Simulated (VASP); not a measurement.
# CdS (Fm-3m) in VASP: notebook

Aim: see how the results for CdS move with the level of theory and the settings. Levels: PBEsol, r2SCAN. Tasks: single point.

Program: VASP 6.6.1. These are calculated values, not measurements. Logs are shortened: lines on timing, memory, paths and dates and some standing lists are left out, and cuts for length are marked.

### Step 1. The cell of the first run

The structure is cubic, space group Fm-3m (No. 225). The conventional cell has a = 5.397 Å, b = 5.397 Å, c = 5.397 Å, α = 90.00°, β = 90.00°, γ = 90.00°. Cd (site symmetry m-3m) has 6 S at 2.70 Å within 3.6 Å. Within 3.6 Å of S (site symmetry m-3m) lie 6 Cd at 2.70 Å.

### Step 2. Single point, PBEsol

File INCAR:

```
SYSTEM = CdS
PREC = Accurate
ENCUT = 520
EDIFF = 1E-7
ISMEAR = -1
SIGMA = 0.02
LREAL = .FALSE.
LASPH = .TRUE.
NELM = 100
ALGO = Normal
ISIF = 2
LWAVE = .FALSE.
LCHARG = .FALSE.
GGA = PS
NBANDS = 16
```

File KPOINTS:

```
Automatic mesh
0
G
  8 8 8
  0 0 0
```

File POSCAR:

```
CdS
1.0
    0.0000000000      2.6987212502      2.6987212502
    2.6987212502      0.0000000000      2.6987212502
    2.6987212502      2.6987212502      0.0000000000
Cd S
1 1
Direct
    0.0000000000      0.0000000000      0.0000000000
    0.5000000000      0.5000000000      0.5000000000
```

Potentials or basis: VASP PAW PBE potentials, release 64 (Cd, S).

On the command line:

```console
cat potpaw_PBE.64/Cd/POTCAR potpaw_PBE.64/S/POTCAR > POTCAR
mpirun -np 1 vasp_std > vasp.out
```

OUTCAR:

```text
SYSTEM = CdS
   PREC = Accurate
   ENCUT = 520
   EDIFF = 1E-7
   ISMEAR = -1
   LREAL = .FALSE.
   LASPH = .TRUE.
   NELM = 100
   ISIF = 2
   GGA = PS

 ion  position               nearest neighbor table
   1  0.000  0.000  0.000-   2 2.70   2 2.70   2 2.70   2 2.70   2 2.70   2 2.70
   2  0.500  0.500  0.500-   1 2.70   1 2.70   1 2.70   1 2.70   1 2.70   1 2.70

  LATTYP: Found a face centered cubic cell.
 ALAT       =     5.3974425004

  Lattice vectors:

 A1 = (   0.0000000000,   2.6987212502,   2.6987212502)
 A2 = (   2.6987212502,   0.0000000000,   2.6987212502)
 A3 = (   2.6987212502,   2.6987212502,   0.0000000000)

Analysis of symmetry for initial positions (statically):
=====================================================================
 Subroutine PRICEL returns:
 Original cell was already a primitive cell.

 Routine SETGRP: Setting up the symmetry group for a
 face centered cubic supercell.

 Subroutine GETGRP returns: Found 48 space group operations
 (whereof 48 operations were pure point group operations)
 out of a pool of 48 trial point group operations.

The static configuration has the point symmetry O_h .

Analysis of symmetry for dynamics (positions and initial velocities):
=====================================================================
 Subroutine PRICEL returns:
 Original cell was already a primitive cell.

 Routine SETGRP: Setting up the symmetry group for a
 face centered cubic supercell.

 Subroutine GETGRP returns: Found 48 space group operations
 (whereof 48 operations were pure point group operations)
 out of a pool of 48 trial point group operations.

The dynamic configuration has the point symmetry O_h .

 Subroutine INISYM returns: Found 48 space group operations
 (whereof 48 operations are pure point group operations),
 and found     1 'primitive' translations

----------------------------------------------------------------------------------------

                                     Primitive cell

  volume of cell :      39.3101

  direct lattice vectors                    reciprocal lattice vectors
     0.000000000  2.698721250  2.698721250    -0.185272932  0.185272932  0.185272932
     2.698721250  0.000000000  2.698721250     0.185272932 -0.185272932  0.185272932
     2.698721250  2.698721250  0.000000000     0.185272932  0.185272932 -0.185272932

  length of vectors
     3.816568193  3.816568193  3.816568193     0.320902132  0.320902132  0.320902132

  position of ions in fractional coordinates (direct lattice)
     0.000000000  0.000000000  0.000000000
     0.500000000  0.500000000  0.500000000

  ion indices of the primitive-cell ions
   primitive index   ion index
                 1           1
                 2           2

----------------------------------------------------------------------------------------

 KPOINTS: Automatic mesh

Automatic generation of k-mesh.
 Grid dimensions read from file:
 generate k-points for:    8    8    8

 Generating k-lattice:

  Cartesian coordinates                     Fractional coordinates (reciprocal lattice)
    -0.023159117  0.023159117  0.023159117     0.125000000  0.000000000  0.000000000
     0.023159117 -0.023159117  0.023159117     0.000000000  0.125000000  0.000000000
     0.023159117  0.023159117 -0.023159117     0.000000000  0.000000000  0.125000000

  Length of vectors
     0.040112767  0.040112767  0.040112767

  Shift w.r.t. Gamma in fractional coordinates (k-lattice)
     0.000000000  0.000000000  0.000000000

 Subroutine IBZKPT returns following result:
 ===========================================

 Found     29 irreducible k-points:

 Following reciprocal coordinates:
            Coordinates               Weight
  0.000000  0.000000  0.000000      1.000000
  0.125000  0.000000  0.000000      8.000000
  0.250000  0.000000  0.000000      8.000000
  0.375000  0.000000  0.000000      8.000000
  0.500000  0.000000  0.000000      4.000000
  0.125000  0.125000  0.000000      6.000000
[... 16 lines left out ...]
  0.500000  0.250000  0.125000     48.000000
 -0.375000  0.250000  0.125000     24.000000
 [... further k-points ...]
   k-points           NKPTS =     29   k-points in BZ     NKDIM =     29   number of bands    NBANDS=     16
   number of dos      NEDOS =    301   number of ions     NIONS =      2
   total plane-waves  NPLWV =  21952
   dimension x,y,z NGX =    28 NGY =   28 NGZ =   28
   dimension x,y,z NGXF=    56 NGYF=   56 NGZF=   56
   ions per type =               1   1
   NGX,Y,Z   is equivalent  to a cutoff of  12.20, 12.20, 12.20 a.u.
   NGXF,Y,Z  is equivalent  to a cutoff of  24.39, 24.39, 24.39 a.u.
 SYSTEM =  CdS
   PREC   = accura    normal or accurate (medium, high low for compatibility)
   ISTART =      0    job   : 0-new  1-cont  2-samecut
   ICHARG =      2    charge: 1-file 2-atom 10-const
   ISPIN  =      1    spin polarized calculation?
   LNONCOLLINEAR =      F non collinear calculations
   LSORBIT =      F    spin-orbit coupling
   LASPH  =      T    aspherical Exc in radial PAW
   ENCUT  =  520.0 eV  38.22 Ry    6.18 a.u.   7.10  7.10  7.10*2*pi/ulx,y,z
   NELM   =    100;   NELMIN=  2; NELMDL= -5     # of ELM steps
   EDIFF  = 0.1E-06   stopping-criterion for ELM
   LREAL  =      F    real-space projection
   EDIFFG = 0.1E-05   stopping-criterion for IOM
   NSW    =      0    number of steps for IOM
   IBRION =     -1    ionic relax: 0-MD 1-quasi-New 2-CG
   NFREE  =      0    steps in history (QN), initial steepest desc. (CG)
   ISIF   =      2    stress and relaxation
   ISYM   =      2    0-nonsym 1-usesym 2-fastsym
   POTIM  = 0.5000    time-step for ionic-motion
   TEBEG  =    0.0;   TEEND  =   0.0 temperature during run
   PSTRESS=    0.0 pullay stress
   NELECT =      18.0000    total number of electrons
   NUPDOWN=      -1.0000    fix difference up-down
   EMIN   =  10.00;   EMAX   =-10.00  energy-range for DOS
   EFERMI =   0.00;   METHOD = LEGACY
   ISMEAR =    -1;   SIGMA  =   0.02  broadening in eV -4-tet -1-fermi 0-gaus
   EFERMI_NEDOS =   21; number of points for ismear=-14 and -15
   IALGO  =     38    algorithm
   IMIX   =      4    mixing-type and parameters
     AMIX     =   0.40;   BMIX     =  1.00
     AMIX_MAG =   1.60;   BMIX_MAG =  1.00
  volume/ion in A,a.u.               =      19.66       132.64
  Fermi-wavevector in a.u.,A,eV,Ry     =   1.261821  2.384495 21.663079  1.592191
  Thomas-Fermi vector in A             =   2.395260
   LORBIT       =      0    0 simple, 1 ext, 2 COOP (PROOUT), +10 PAW based schemes
   GGA     = PS    functional components
   LHFCALC =     F    Hartree Fock is set to
   AEXX    =    0.0000 exact exchange contribution
   IVDW    =     0    specifies the selected vdW correction
   LEPSILON=     F    determine dielectric tensor
   LRPA    =     F    only Hartree local field effects (RPA)
 non-spin polarized calculation
  energy-cutoff  :      520.00
  volume of cell :       39.31
 maximum number of plane-waves:      1067
   NGX = 15   NGY = 15   NGZ = 15

 number of electron      18.0000008 magnetization

 Free energy of the ion-electron system (eV)
  ---------------------------------------------------
  ext. energy  EPLUGINS =         0.00000000
  ---------------------------------------------------
  free energy    TOTEN  =        -6.64608927 eV

  energy without entropy =       -6.64587743  energy(sigma->0) =       -6.64598335

 E-fermi :   3.3010     XC(G=0): -10.8050

 val. band max:        3.2242756966   @ k =   0.5000   0.0000   0.0000
 cond. band min:       3.3441766551   @ k =   0.5000   0.5000   0.0000
 fundamental gap:      0.1199009585
 Fermi energy:         3.3009504721

 k-point     1 :       0.0000    0.0000    0.0000
  band No.  band energies     occupation
      1      -9.8974      2.00000
      2      -4.4757      2.00000
      3      -4.4757      2.00000
      4      -4.4729      2.00000
      5      -4.4729      2.00000
      6      -4.4729      2.00000
[... 8 lines left out ...]
     15      14.7946      0.00000
     16      14.7946      0.00000

 k-point     2 :       0.1250    0.0000    0.0000
  band No.  band energies     occupation
      1      -9.7509      2.00000
      2      -4.5304      2.00000
      3      -4.5304      2.00000
      4      -4.4921      2.00000
      5      -4.4394      2.00000
      6      -4.4394      2.00000
[... 8 lines left out ...]
     15      13.5248      0.00000
     16      14.3443      0.00000

 k-point     3 :       0.2500    0.0000    0.0000
  band No.  band energies     occupation
      1      -9.3549      2.00000
      2      -4.6583      2.00000
      3      -4.6583      2.00000
      4      -4.5644      2.00000
      5      -4.3563      2.00000
      6      -4.3563      2.00000
[... 8 lines left out ...]
     15      14.0567      0.00000
     16      14.0902      0.00000

 k-point     4 :       0.3750    0.0000    0.0000
  band No.  band energies     occupation
      1      -8.8705      2.00000
      2      -4.7797      2.00000
      3      -4.7797      2.00000
      4      -4.7120      2.00000
      5      -4.2711      2.00000
      6      -4.2711      2.00000
[... 8 lines left out ...]
     15      15.3360      0.00000
     16      15.3360      0.00000
[... 324 lines left out ...]
 k-point    22 :       0.3750    0.2500    0.1250
  band No.  band energies     occupation
      1      -9.1326      2.00000
      2      -4.7097      2.00000
      3      -4.5873      2.00000
      4      -4.5518      2.00000
      5      -4.3384      2.00000
      6      -4.2566      2.00000
[... 8 lines left out ...]
     15      16.4539      0.00000
     16      17.3077      0.00000

 k-point    23 :       0.5000    0.2500    0.1250
  band No.  band energies     occupation
      1      -8.8184      2.00000
      2      -4.6958      2.00000
      3      -4.6547      2.00000
      4      -4.5525      2.00000
      5      -4.2662      2.00000
      6      -4.1634      2.00000
[... 8 lines left out ...]
     15      16.9622      0.00000
     16      17.4923      0.00000

 k-point    24 :      -0.3750    0.2500    0.1250
  band No.  band energies     occupation
      1      -8.6778      2.00000
      2      -4.7463      2.00000
      3      -4.6113      2.00000
      4      -4.5469      2.00000
      5      -4.2232      2.00000
      6      -4.1219      2.00000
[... 8 lines left out ...]
     15      15.6800      0.00000
     16      17.8361      0.00000

 [... further k-points ...]

------------------------ aborting loop because EDIFF is reached ----------------------------------------

  FORCE on cell =-STRESS in cart. coord.  units (eV):
  Direction    XX          YY          ZZ          XY          YZ          ZX
  --------------------------------------------------------------------------------------
  -------------------------------------------------------------------------------------
  Total        0.1348546      0.1348546      0.1348546     -0.0000000     -0.0000000      0.0000000
  in kB        5.4963224      5.4963224      5.4963224     -0.0000000     -0.0000000      0.0000000
  external PRESSURE =       5.4963224 kB  Pullay stress =       0.0000000 kB

 VOLUME and BASIS-vectors are now :
 -----------------------------------------------------------------------------
  energy-cutoff  :      520.00
  volume of cell :       39.31
      direct lattice vectors                 reciprocal lattice vectors
     0.000000000  2.698721250  2.698721250    -0.185272932  0.185272932  0.185272932
     2.698721250  0.000000000  2.698721250     0.185272932 -0.185272932  0.185272932
     2.698721250  2.698721250  0.000000000     0.185272932  0.185272932 -0.185272932

 POSITION                                       TOTAL-FORCE (eV/Angst)
 -----------------------------------------------------------------------------------
      0.00000      0.00000      0.00000         0.000000      0.000000      0.000000
      2.69872      2.69872      2.69872        -0.000000     -0.000000     -0.000000
 -----------------------------------------------------------------------------------
    total drift:                                0.000000      0.000000      0.000000

  FREE ENERGIE OF THE ION-ELECTRON SYSTEM (eV)
  ---------------------------------------------------
  free  energy   TOTEN  =        -6.6460892742 eV

  energy  without entropy=       -6.6458774292  energy(sigma->0) =       -6.64598335
```

Run time: 16 s. Hardware: 1 thread of Intel Xeon Platinum 8375C at 2.90GHz (Ice Lake), shared host; peak memory 0.16 GiB.

Results:

* Free energy: -6.6461 eV
* Pressure: 0.5 GPa
* Band gap on the k mesh: 0.12 eV, indirect (least direct gap 1.82 eV)

Levels at points of the mesh, in eV from the valence-band top:
```
           k point  band 5  band 6  band 7  band 8  band 9  band 10  band 11  band 12  band 13  band 14
(0.00, 0.00, 0.00)   -7.70   -7.70   -0.85   -0.85   -0.85     0.97     9.16     9.16     9.16    11.06
(0.50, 0.00, 0.00)   -7.46   -7.46   -5.11    0.00    0.00     3.31     5.76     5.76     7.10    12.25
(0.50, 0.50, 0.00)   -7.38   -6.62   -4.60   -2.35   -2.35     0.12     5.84    10.00    11.45    11.45
```

Caveat: the PAW data sets were made with another functional, which shifts forces and pressure a little. A k mesh can miss the band edges.

### Step 3. Single point, r2SCAN

This run uses another cell than the first one, of 20.27 Å³/atom, 1.032 times its volume.

File POSCAR:

```
CdS
1.0
    0.0000000000      2.7267765870      2.7267765870
    2.7267765870      0.0000000000      2.7267765870
    2.7267765870      2.7267765870      0.0000000000
Cd S
1 1
Direct
    0.0000000000      0.0000000000      0.0000000000
    0.5000000000      0.5000000000      0.5000000000
```

File INCAR.step1:

```
SYSTEM = CdS
PREC = Accurate
ENCUT = 520
ISMEAR = -1
SIGMA = 0.02
LREAL = .False.
LASPH = .True.
NELM = 60
NBANDS = 16
GGA = PE
ALGO = Normal
EDIFF = 1E-4
LWAVE = .True.
LCHARG = .False.
```

File INCAR.step2:

```
SYSTEM = CdS
PREC = Accurate
ENCUT = 520
EDIFF = 1E-6
ISMEAR = -1
SIGMA = 0.02
LREAL = .False.
LASPH = .True.
NELM = 60
ALGO = Normal
ISIF = 2
LWAVE = .False.
LCHARG = .True.
METAGGA = R2SCAN
LMIXTAU = .True.
LELF = .True.
LVHAR = .True.
NBANDS = 16
ISTART = 1
```

File KPOINTS:

```
regular mesh
0
Gamma
  8 8 8
  0 0 0
```

Potentials or basis: VASP PAW PBE potentials, release 64 (Cd, S).

On the command line:

```console
cat potpaw_PBE.64/Cd/POTCAR potpaw_PBE.64/S/POTCAR > POTCAR
cp INCAR.step1 INCAR
mpirun -np 1 vasp_std > vasp.out
cp INCAR.step2 INCAR
mpirun -np 1 vasp_std > vasp.out
```

It took 73 s on 1 thread of Intel Xeon Platinum 8375C at 2.90GHz (Ice Lake), shared host; peak memory 0.18 GiB.

It converged, with:

| Quantity | Value |
| --- | --- |
| Free energy | -29.5244 eV |
| Pressure | 0.5 GPa |
| Band gap on the k mesh | 0.73 eV, indirect (least direct gap 2.35 eV) |

Levels at points of the mesh, in eV from the valence-band top:
```tsv
k point	band 5	band 6	band 7	band 8	band 9	band 10	band 11	band 12	band 13	band 14
(0.00, 0.00, 0.00)	-7.86	-7.86	-0.77	-0.77	-0.77	1.59	9.73	9.73	9.73	11.98
(0.50, 0.00, 0.00)	-7.65	-7.65	-4.92	0.00	0.00	4.06	6.46	6.46	7.60	13.07
(0.50, 0.50, 0.00)	-7.59	-6.85	-4.35	-2.20	-2.20	0.73	6.42	10.78	12.28	12.28
```

Caveat: the PAW data sets were made with another functional, which shifts forces and pressure a little. A k mesh can miss the band edges.
